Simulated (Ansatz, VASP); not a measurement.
# Two plane-wave programs on Mo

```
Mo
1.0
    -1.55124    1.55124    1.63823
     1.55124   -1.55124    1.63823
     1.55124    1.55124   -1.63823
Mo
1
Direct
  0.00000 0.00000 0.00000
```

Change from the starting cell: strain +e along x and -e along y +0.0000, strain +e along z and -e/2 along x and y +0.0367.

Alike in both runs: task single point; functional PBE; k mesh 20 × 20 × 20; occupations gaussian, width 0.15 eV; no spin polarisation.

```csv
,VASP,Ansatz
version,VASP 6.6.1,Ansatz 0.2.0
potentials or method,"VASP PAW PBE potentials, release 64 (Mo_sv), cutoff 520 eV","scalar-relativistic, plane waves, PAW"
valence electrons in the cell,14,14
```

Ansatz gave:

| Quantity | Value |
| --- | --- |
| gap on the k mesh at the Fermi level (eV) | none |
| pressure (GPa) | 0.7 |
| traceless stress, the component that is largest in VASP (GPa) | -10.53 |

**Question.** Estimate VASP's values.

**Answer.** gap on the k mesh at the Fermi level (eV): none; pressure (GPa): 1.2; traceless stress, the component that is largest in VASP (GPa): -10.52.

A gap of «none» marks a metal or a gap that the smearing closes. The functional is the same, so the differences come from potentials, cutoffs and numerics.
